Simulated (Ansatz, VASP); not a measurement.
# One calculation of Be, two programs

File POSCAR:

```
Be
1.0
    0.0000000000      2.5609284222      2.5609284222
    2.5609284222      0.0000000000      2.5609284222
    2.5609284222      2.5609284222      0.0000000000
Be
2
Direct
    0.1250000000      0.1250000000      0.1250000000
    0.8750000000      0.8750000000      0.8750000000
```

INCAR.step1

```
PREC     = Accurate       # precision mode
ENCUT    = 520            # plane-wave cutoff, eV
ISMEAR   = -1             # smearing method
SIGMA    = 0.1            # smearing width, eV
LREAL    = False          # projectors in reciprocal space
LASPH    = True           # aspherical terms in the spheres
NELM     = 60             # most SCF steps
NBANDS   = 9              # bands
GGA      = PE             # functional
ALGO     = Normal         # electronic algorithm
EDIFF    = 1E-4           # SCF threshold, eV
LWAVE    = True           # write WAVECAR
LCHARG   = False          # write CHGCAR
```

Contents of INCAR.step2:

```
PREC     = Accurate       # precision mode
ENCUT    = 520            # plane-wave cutoff, eV
EDIFF    = 1E-6           # SCF threshold, eV
ISMEAR   = -1             # smearing method
SIGMA    = 0.1            # smearing width, eV
LREAL    = False          # projectors in reciprocal space
LASPH    = True           # aspherical terms in the spheres
NELM     = 60             # most SCF steps
ALGO     = Normal         # electronic algorithm
ISIF     = 2              # what is computed and relaxed
LWAVE    = False          # write WAVECAR
LCHARG   = False          # write CHGCAR
METAGGA  = R2SCAN         # meta-GGA
LMIXTAU  = True         
NBANDS   = 9              # bands
ISTART   = 1
```

The input KPOINTS:

```
regular mesh
0
Gamma
  12 12 12
```

Input for Ansatz:

```yaml
crystal:
  lattice:
    - [0.0, 2.5609284222, 2.5609284222]
    - [2.5609284222, 0.0, 2.5609284222]
    - [2.5609284222, 2.5609284222, 0.0]
  atoms:
    - { symbol: Be, position: [0.125, 0.125, 0.125] }
    - { symbol: Be, position: [0.875, 0.875, 0.875] }
hamiltonian:
  xc: r2scan
  pseudopotentials:
    kind: paw
    azcp:
      Be: "pseudopotentials/Be.paw.azcp"
basis:
  ecutwfc: 500
  fft_grid_basis: typed
kpoints:
  mp_grid: { grid: [12, 12, 12], shift: [0, 0, 0] }
magnetization:
  spin_polarized: false
scf:
  occupations: { method: fermi_dirac, width: 0.1 }
  lower_state_search: "off"
output:
  stress: true
  write_density: true
  write_potential: true
  elf: true
  volumetric_format: npy
```

Alike in both runs: task single point; functional r2SCAN; k mesh 12 × 12 × 12; occupations fermi-dirac, width 0.1 eV; no spin polarisation.

|  | VASP | Ansatz |
| --- | --- | --- |
| version | VASP 6.6.1 | Ansatz 0.2.0 |
| potentials or method | VASP PAW PBE potentials, release 64 (Be), cutoff 520 eV | plane waves (500 eV) with PAW, scalar-relativistic |
| valence electrons in the cell | 4 | 4 |

```csv
,VASP,Ansatz,Ansatz less VASP
pressure (GPa),-4.0,-4.0,-0.01
```

VASP's potentials were made for PBE, not for r2SCAN.
